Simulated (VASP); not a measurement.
# BAs (F-43m) in VASP: single point with PBE

Aim: the single point of BAs with PBE.

Everything below comes from runs of VASP 6.6.1. Logs are shortened: lines on timing, memory, paths and dates and some standing lists are left out, and cuts for length are marked.

**1. The cell of the first run**

The structure is cubic, space group F-43m (No. 216). Conventional cell: a = 4.777 Å, b = 4.777 Å, c = 4.777 Å, α = 90.00°, β = 90.00°, γ = 90.00°. B (site symmetry -43m) has 4 As at 2.07 Å within 2.7 Å. Within 2.7 Å of As (site symmetry -43m) lie 4 B at 2.07 Å.

**2. Single point, PBE**

Input file INCAR:

```
SYSTEM = BAs
  PREC = Accurate
  ENCUT = 520
  EDIFF = 1E-6
  ISMEAR = 0
  SIGMA = 0.01
  LREAL = .FALSE.
  LASPH = .TRUE.
  NELM = 80
  ALGO = Normal
  ISIF = 2
  LWAVE = .FALSE.
  LCHARG = .FALSE.
  GGA = PE
  NBANDS = 11
```

Input file KPOINTS:

```
Automatic mesh
0
G
  4 4 4
  0 0 0
```

Input file POSCAR:

```
BAs
1.0
    0.0000000000      2.3885000000      2.3885000000
    2.3885000000      0.0000000000      2.3885000000
    2.3885000000      2.3885000000      0.0000000000
B As
1 1
Direct
    0.0000000000      0.0000000000      0.0000000000
    0.2500000000      0.2500000000      0.2500000000
```

Potentials or basis: VASP PAW PBE potentials, release 64 (B, As).

On the command line:

```sh
$ cat potpaw_PBE.64/B/POTCAR potpaw_PBE.64/As/POTCAR > POTCAR
$ mpirun -np 1 vasp_std > vasp.out
```

OUTCAR:

```text
SYSTEM = BAs
   PREC = Accurate
   ENCUT = 520
   EDIFF = 1E-6
   ISMEAR = 0
   LREAL = .FALSE.
   LASPH = .TRUE.
   NELM = 80
   ISIF = 2
   GGA = PE

 ion  position               nearest neighbor table
   1  0.000  0.000  0.000-   2 2.07   2 2.07   2 2.07   2 2.07
   2  0.250  0.250  0.250-   1 2.07   1 2.07   1 2.07   1 2.07

  LATTYP: Found a face centered cubic cell.
 ALAT       =     4.7770000000

  Lattice vectors:

 A1 = (   0.0000000000,   2.3885000000,   2.3885000000)
 A2 = (   2.3885000000,   0.0000000000,   2.3885000000)
 A3 = (   2.3885000000,   2.3885000000,   0.0000000000)

Analysis of symmetry for initial positions (statically):
=====================================================================
 Subroutine PRICEL returns:
 Original cell was already a primitive cell.

 Routine SETGRP: Setting up the symmetry group for a
 face centered cubic supercell.

 Subroutine GETGRP returns: Found 24 space group operations
 (whereof 24 operations were pure point group operations)
 out of a pool of 48 trial point group operations.

The static configuration has the point symmetry T_d .

Analysis of symmetry for dynamics (positions and initial velocities):
=====================================================================
 Subroutine PRICEL returns:
 Original cell was already a primitive cell.

 Routine SETGRP: Setting up the symmetry group for a
 face centered cubic supercell.

 Subroutine GETGRP returns: Found 24 space group operations
 (whereof 24 operations were pure point group operations)
 out of a pool of 48 trial point group operations.

The dynamic configuration has the point symmetry T_d .

 Subroutine INISYM returns: Found 24 space group operations
 (whereof 24 operations are pure point group operations),
 and found     1 'primitive' translations

----------------------------------------------------------------------------------------

                                     Primitive cell

  volume of cell :      27.2525

  direct lattice vectors                    reciprocal lattice vectors
     0.000000000  2.388500000  2.388500000    -0.209336404  0.209336404  0.209336404
     2.388500000  0.000000000  2.388500000     0.209336404 -0.209336404  0.209336404
     2.388500000  2.388500000  0.000000000     0.209336404  0.209336404 -0.209336404

  length of vectors
     3.377849094  3.377849094  3.377849094     0.362581287  0.362581287  0.362581287

[... 70 lines left out ...]
   ISYM   =      2    0-nonsym 1-usesym 2-fastsym
   POTIM  = 0.5000    time-step for ionic-motion
   TEBEG  =    0.0;   TEEND  =   0.0 temperature during run
   PSTRESS=    0.0 pullay stress
   NELECT =       8.0000    total number of electrons
   NUPDOWN=      -1.0000    fix difference up-down
   EMIN   =  10.00;   EMAX   =-10.00  energy-range for DOS
   EFERMI =   0.00;   METHOD = LEGACY
   ISMEAR =     0;   SIGMA  =   0.01  broadening in eV -4-tet -1-fermi 0-gaus
   EFERMI_NEDOS =   21; number of points for ismear=-14 and -15
   IALGO  =     38    algorithm
   IMIX   =      4    mixing-type and parameters
     AMIX     =   0.40;   BMIX     =  1.00
     AMIX_MAG =   1.60;   BMIX_MAG =  1.00
  volume/ion in A,a.u.               =      13.63        91.95
  Fermi-wavevector in a.u.,A,eV,Ry     =   1.088018  2.056057 16.106360  1.183784
  Thomas-Fermi vector in A             =   2.224191
   LORBIT       =      0    0 simple, 1 ext, 2 COOP (PROOUT), +10 PAW based schemes
   GGA     = PE    functional components
   LHFCALC =     F    Hartree Fock is set to
   AEXX    =    0.0000 exact exchange contribution
   IVDW    =     0    specifies the selected vdW correction
   LEPSILON=     F    determine dielectric tensor
   LRPA    =     F    only Hartree local field effects (RPA)
 non-spin polarized calculation
 Gauss-broadening in eV      SIGMA  =   0.01
  energy-cutoff  :      520.00
  volume of cell :       27.25
 maximum number of plane-waves:       754
 NGX is ok and might be reduce to    28
   NGX = 13   NGY = 13   NGZ = 13

 number of electron       8.0000000 magnetization

 Free energy of the ion-electron system (eV)
  ---------------------------------------------------
  ext. energy  EPLUGINS =         0.00000000
  ---------------------------------------------------
  free energy    TOTEN  =       -11.22780393 eV

  energy without entropy =      -11.22780393  energy(sigma->0) =      -11.22780393

 E-fermi :   6.2932     XC(G=0): -10.5627

 val. band max:        6.1663614253   @ k =   0.0000   0.0000   0.0000
 cond. band min:       7.5762531545   @ k =   0.5000   0.5000   0.0000
 fundamental gap:      1.4098917292
 Fermi energy:         6.2931633573

 k-point     1 :       0.0000    0.0000    0.0000
  band No.  band energies     occupation
      1      -9.2469      2.00000
      2       6.1664      2.00000
      3       6.1664      2.00000
      4       6.1664      2.00000
      5       9.4260      0.00000
      6       9.4260      0.00000
      7       9.4260      0.00000
      8      10.8564      0.00000
      9      15.7439      0.00000
     10      19.0909      0.00000
     11      19.0909      0.00000
[... 85 lines left out ...]
 k-point     8 :      -0.2500    0.5000    0.2500
  band No.  band energies     occupation
      1      -4.8935      2.00000
      2      -1.9039      2.00000
      3       0.6617      2.00000
      4       0.9570      2.00000
      5      11.4011      0.00000
      6      12.0995      0.00000
      7      12.9513      0.00000
      8      13.1857      0.00000
      9      18.4493      0.00000
     10      21.6959      0.00000
     11      21.8420      0.00000

------------------------ aborting loop because EDIFF is reached ----------------------------------------

  FORCE on cell =-STRESS in cart. coord.  units (eV):
  Direction    XX          YY          ZZ          XY          YZ          ZX
  --------------------------------------------------------------------------------------
  -------------------------------------------------------------------------------------
  Total        0.6855749      0.6855749      0.6855749     -0.0000000      0.0000000      0.0000000
  in kB       40.3050776     40.3050776     40.3050776     -0.0000000      0.0000000      0.0000000
  external PRESSURE =      40.3050776 kB  Pullay stress =       0.0000000 kB

 VOLUME and BASIS-vectors are now :
 -----------------------------------------------------------------------------
  energy-cutoff  :      520.00
  volume of cell :       27.25
      direct lattice vectors                 reciprocal lattice vectors
     0.000000000  2.388500000  2.388500000    -0.209336404  0.209336404  0.209336404
     2.388500000  0.000000000  2.388500000     0.209336404 -0.209336404  0.209336404
     2.388500000  2.388500000  0.000000000     0.209336404  0.209336404 -0.209336404

 POSITION                                       TOTAL-FORCE (eV/Angst)
 -----------------------------------------------------------------------------------
      0.00000      0.00000      0.00000         0.000000      0.000000      0.000000
      1.19425      1.19425      1.19425        -0.000000     -0.000000     -0.000000
 -----------------------------------------------------------------------------------
    total drift:                               -0.000000     -0.000000     -0.000000

  FREE ENERGIE OF THE ION-ELECTRON SYSTEM (eV)
  ---------------------------------------------------
  free  energy   TOTEN  =       -11.2278039311 eV

  energy  without entropy=      -11.2278039311  energy(sigma->0) =      -11.22780393
```

It took 6.1 s on 1 thread of Intel Xeon Platinum 8259CL at 2.50GHz (Skylake/Cascade Lake), shared host; peak memory 0.15 GiB.

What came out:

* Free energy: -11.2278 eV
* Pressure: 4.0 GPa
* Band gap on the k mesh: 1.41 eV, indirect (least direct gap 3.26 eV)

Caveat: the k points lie up to 0.57 Å⁻¹ apart. A k mesh can miss the band edges.
